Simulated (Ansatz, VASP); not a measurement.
## Au in VASP and in Ansatz

```
CELL_PARAMETERS angstrom
-1.66824 1.66824 1.66824
1.66824 -1.66824 1.66824
1.66824 1.66824 -1.66824
ATOMIC_POSITIONS crystal
Au 0.00000 0.00000 0.00000
```

Alike in both runs: task single point; functional PBE; k mesh 11 × 11 × 11; occupations fermi-dirac, width 0.05 eV; no spin polarisation.

```csv
,VASP,Ansatz
version,VASP 6.6.1,Ansatz 0.2.0
potentials or method,"VASP PAW PBE potentials, release 64 (Au)",Ansatz PAW soft_1
plane-wave cutoff (eV),500,420
valence electrons in the cell,11,19
```

VASP gave:

* gap on the k mesh at the Fermi level (eV): none
* pressure (GPa): -3.5

Which values does Ansatz return?

gap on the k mesh at the Fermi level (eV): none; pressure (GPa): -3.3.

A gap of «none» marks a metal or a gap that the smearing closes. VASP's potentials hold 11 valence electrons a cell and Ansatz's 19, so a difference there can come from the potentials and not from the codes.

Neither program's run includes spin-orbit coupling.
